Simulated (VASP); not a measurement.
# Rb2Re (P6/mmm) in VASP: notebook, part 2 of 2

VASP 6.6.1. Earlier steps stand in the parts before.

## Step 4: Single point, PBE

This run uses another cell than the first one, of 31.09 Å³/atom.

The input, INCAR:

```
  PREC = Accurate
  ENCUT = 520
  EDIFF = 1E-6
  ISMEAR = 0
  SIGMA = 0.1
  LREAL = False
  LASPH = True
  NELM = 80
  ALGO = Fast
  ISIF = 2
  LWAVE = False
  LCHARG = False
  GGA = PE
  NBANDS = 20
```

The input, KPOINTS:

```
Automatic mesh
0
Gamma
  12 12 16
```

The input, POSCAR:

```
Rb2Re
1.0
    6.1394788611      0.0000000000      0.0000000000
   -3.0697394305      5.3169446597      0.0000000000
    0.0000000000      0.0000000000      2.8572071155
Rb Re
2 1
Direct
    0.3333333333      0.6666666667      0.5000000000
    0.6666666667      0.3333333333      0.5000000000
    0.0000000000      0.0000000000      0.0000000000
```

Potentials or basis: VASP PAW PBE potentials, release 64 (Rb_sv, Re).

Run with:

```bash
cat potpaw_PBE.64/Rb_sv/POTCAR potpaw_PBE.64/Re/POTCAR > POTCAR
mpirun -np 1 vasp_std > vasp.out
```

OUTCAR:

```text
PREC = Accurate
   ENCUT = 520
   EDIFF = 1E-6
   ISMEAR = 0
   LREAL = False
   LASPH = True
   NELM = 80
   ISIF = 2
   GGA = PE

 ion  position               nearest neighbor table
   1  0.333  0.667  0.500-   2 3.54   2 3.54   2 3.54   3 3.82   3 3.82   3 3.82   3 3.82   3 3.82
                             3 3.82   2 4.55   2 4.55   2 4.55   2 4.55   2 4.55   2 4.55
   2  0.667  0.333  0.500-   1 3.54   1 3.54   1 3.54   3 3.82   3 3.82   3 3.82   3 3.82   3 3.82
                             3 3.82   1 4.55   1 4.55   1 4.55   1 4.55   1 4.55   1 4.55
   3  0.000  0.000  0.000-   1 3.82   2 3.82   1 3.82   2 3.82   1 3.82   1 3.82   2 3.82   2 3.82
                             2 3.82   2 3.82   1 3.82   1 3.82

  LATTYP: Found a hexagonal cell.
 ALAT       =     6.1394788611
 C/A-ratio  =     0.4653826783

  Lattice vectors:

 A1 = (   6.1394788611,   0.0000000000,   0.0000000000)
 A2 = (  -3.0697394305,   5.3169446597,   0.0000000000)
 A3 = (   0.0000000000,   0.0000000000,   2.8572071155)

Analysis of symmetry for initial positions (statically):
=====================================================================
 Subroutine PRICEL returns:
 Original cell was already a primitive cell.

 Routine SETGRP: Setting up the symmetry group for a
[... 173 lines left out ...]

 val. band max:        2.5182706312   @ k =   0.2500   0.0000   0.1875
 cond. band min:       2.5215399360   @ k =   0.2500   0.0000   0.4375
 fundamental gap:      0.0032693047
 Fermi energy:         2.5201481235

 k-point     1 :       0.0000    0.0000    0.0000
  band No.  band energies     occupation
      1     -26.1970      2.00000
      2     -26.0406      2.00000
      3     -10.5207      2.00000
      4     -10.5207      2.00000
      5      -9.7972      2.00000
      6      -9.7972      2.00000
[... 541 lines left out ...]
     19       6.3188      0.00000
     20       6.7878      0.00000

 [... further k-points ...]

------------------------ aborting loop because EDIFF is reached ----------------------------------------

  FORCE on cell =-STRESS in cart. coord.  units (eV):
  Direction    XX          YY          ZZ          XY          YZ          ZX
  --------------------------------------------------------------------------------------
  -------------------------------------------------------------------------------------
  Total       -0.0086226     -0.0086226      0.2163272     -0.0000000     -0.0000000      0.0000000
  in kB       -0.1481207     -0.1481207      3.7160911     -0.0000000     -0.0000000      0.0000000
  external PRESSURE =       1.1399499 kB  Pullay stress =       0.0000000 kB

 VOLUME and BASIS-vectors are now :
 -----------------------------------------------------------------------------
  energy-cutoff  :      520.00
  volume of cell :       93.27
      direct lattice vectors                 reciprocal lattice vectors
     6.139478861  0.000000000  0.000000000     0.162880274  0.094038970  0.000000000
    -3.069739430  5.316944660  0.000000000     0.000000000  0.188077940  0.000000000
     0.000000000  0.000000000  2.857207116     0.000000000  0.000000000  0.349992129

 POSITION                                       TOTAL-FORCE (eV/Angst)
 -----------------------------------------------------------------------------------
     -0.00000      3.54463      1.42860        -0.000000     -0.000000     -0.000000
      3.06974      1.77231      1.42860        -0.000000      0.000000      0.000000
      0.00000      0.00000      0.00000         0.000000      0.000000      0.000000
 -----------------------------------------------------------------------------------
    total drift:                               -0.000000      0.000000     -0.000000

  FREE ENERGIE OF THE ION-ELECTRON SYSTEM (eV)
  ---------------------------------------------------
  free  energy   TOTEN  =        -8.7097926188 eV

  energy  without entropy=       -8.6788995491  energy(sigma->0) =       -8.69434608
```

OSZICAR:

```text
N       E                     dE             d eps       ncg     rms          rms(c)
DAV:   1     0.120917065434E+03    0.12092E+03   -0.11266E+04 10916   0.115E+03
DAV:   2    -0.855320451311E+00   -0.12177E+03   -0.11749E+03 11964   0.279E+02
DAV:   3    -0.851385585414E+01   -0.76585E+01   -0.75273E+01 11424   0.700E+01
[... 26 lines left out ...]
RMM:  30    -0.870978806683E+01   -0.18451E-05   -0.19926E-05  7658   0.426E-02    0.134E-02
RMM:  31    -0.870978950321E+01   -0.14364E-05   -0.15205E-05  7581   0.449E-02    0.139E-02
RMM:  32    -0.870979076892E+01   -0.12657E-05   -0.13501E-05  7594   0.475E-02    0.142E-02
RMM:  33    -0.870979177035E+01   -0.10014E-05   -0.11296E-05  7352   0.442E-02    0.140E-02
RMM:  34    -0.870979261881E+01   -0.84846E-06   -0.93785E-06  7215   0.441E-02
   1 F= -.87097926E+01 E0= -.86943461E+01  d E =-.308931E-01
```

stdout:

```text
POSCAR found type information on POSCAR RbRe
 POSCAR found :  2 types and       3 ions
 scaLAPACK will be used
 LDA part: xc-table for (Slater+PW92), standard interpolation
 POSCAR, INCAR and KPOINTS ok, starting setup
 FFT: planning ... GRIDC
 FFT: planning ... GRID_SOFT
 FFT: planning ... GRID
 WAVECAR not read
 entering main loop
WARNING in EDDRMM: call to ZHEGV failed, returncode =   8  4     17
WARNING in EDDRMM: call to ZHEGV failed, returncode =   8  4     15
WARNING in EDDRMM: call to ZHEGV failed, returncode =   6  3     15
WARNING in EDDRMM: call to ZHEGV failed, returncode =   8  4     15
WARNING in EDDRMM: call to ZHEGV failed, returncode =   6  3     13
WARNING in EDDRMM: call to ZHEGV failed, returncode =   6  3     15
WARNING in EDDRMM: call to ZHEGV failed, returncode =   6  3     14
WARNING in EDDRMM: call to ZHEGV failed, returncode =   8  4     16
WARNING in EDDRMM: call to ZHEGV failed, returncode =   6  3     14
WARNING in EDDRMM: call to ZHEGV failed, returncode =   8  4     13
WARNING in EDDRMM: call to ZHEGV failed, returncode =   6  3     13
```

Wall time 6.1 min (1 thread of Intel Xeon 6975P-C (Granite Rapids), shared host); peak memory 0.46 GiB.

What came out:

| Item | Value |
| --- | --- |
| Free energy | -8.7098 eV |
| Pressure | 0.1 GPa |
| Band gap on the k mesh | zero (an odd number of electrons rules out a gap without spin polarisation) |

Caveat: spin-orbit coupling is left out, which moves the levels of the heavy elements.

## Step 5: Single point, PBE

This run uses another cell than the first one: it holds 6 atoms, not 3.

The input, INCAR:

```
SYSTEM = Rb2Re
  PREC = Accurate
  ENCUT = 600
  EDIFF = 1E-6
  ISMEAR = 0
  SIGMA = 0.1
  LREAL = .False.
  LASPH = .True.
  NELM = 120
  ALGO = Normal
  ISIF = 2
  LWAVE = .False.
  LCHARG = .False.
  GGA = PE
  NBANDS = 34
  GGA_COMPAT = .False.
```

The input, KPOINTS:

```
regular mesh
0
Gamma
  4 6 6
  0 0 0
```

The input, POSCAR:

```
Rb2Re
1.0
    0.0000000000      0.0000000000      5.7144142310
    6.1394788611      0.0000000000      0.0000000000
   -3.0697394305      5.3169446597      0.0000000000
Rb Re
4 2
Direct
    0.2500000000      0.3333333333      0.6666666667
    0.7500000000      0.3333333333      0.6666666667
    0.2500000000      0.6666666667      0.3333333333
    0.7500000000      0.6666666667      0.3333333333
    0.0000000000      0.0000000000      0.0000000000
    0.5000000000      0.0000000000      0.0000000000
```

Run with:

```bash
cat potpaw_PBE.64/Rb_sv/POTCAR potpaw_PBE.64/Re/POTCAR > POTCAR
mpirun -np 1 vasp_std > vasp.out
```

It took 91 s on 1 thread of Intel Xeon 6975P-C (Granite Rapids), shared host; peak memory 0.41 GiB.

The run converged. Its results:

| Quantity | Value |
| --- | --- |
| Free energy | -17.4909 eV |
| Pressure | 0.1 GPa |
| Band gap on the k mesh | zero (bands 25 and 26 overlap by 0.63 eV) |

Stress tensor (GPa, compression positive):
```
-0.14  0.00  0.00
 0.00 -0.14  0.00
 0.00  0.00  0.48
```

Levels at points of the mesh, in eV from the Fermi level:
| k point | band 23 | band 24 | band 25 | band 26 | band 27 | band 28 |
| --- | --- | --- | --- | --- | --- | --- |
| (0.00, 0.00, 0.00) | -0.31 | -0.31 | -0.25 | 0.92 | 0.92 | 1.27 |
| (0.50, 0.00, 0.00) | -0.29 | -0.29 | -0.19 | -0.19 | -0.19 | -0.19 |
| (0.00, 0.50, 0.00) | -0.47 | -0.46 | 0.26 | 0.38 | 0.80 | 1.42 |
| (0.50, 0.50, 0.00) | -0.37 | -0.37 | -0.27 | -0.27 | -0.11 | -0.11 |

Caveat: spin-orbit coupling is left out, which moves the levels of the heavy elements.

## Step 6: Summary

| task | cell | k mesh | cutoff (eV) | gap on the mesh (eV) | pressure (GPa) | relaxed volume (Å³/atom) |
| --- | --- | --- | --- | --- | --- | --- |
| relaxation of cell and atoms | relaxed from a = 6.085, b = 6.085, c = 2.897 Å, angles 90.0, 90.0, 120.0°, 3 atoms, atomic positions A | 3 × 3 × 6 | 600 | none | 0.0 | 31.70 |
| relaxation of cell and atoms | relaxed from a = 4.590, b = 4.590, c = 4.956 Å, angles 90.0, 90.0, 120.0°, 3 atoms, atomic positions A | 6 × 6 × 4 | 600 | none | 0.0 | 31.12 |
| single point | a = 6.139, b = 6.139, c = 2.857 Å, angles 90.0, 90.0, 120.0°, 3 atoms, atomic positions A | 12 × 12 × 16 | 520 | none | 0.1 | - |
| single point | a = 5.714, b = 6.139, c = 6.139 Å, angles 120.0, 90.0, 90.0°, 6 atoms, atomic positions B | 4 × 6 × 6 | 600 | none | 0.1 | - |

Alike in all rows: level PBE; potentials or basis VASP PAW PBE potentials, release 64 (Rb_sv, Re); no spin polarisation; smearing gaussian 0.1 eV.

Caveats: some runs use coarse meshes; spin-orbit coupling is left out, which moves the levels of the heavy elements; a cell axis changed by over 15 % at a fixed basis, so the end point is rough (at least some runs).

Absolute energies hang on the potentials; compare differences alone.
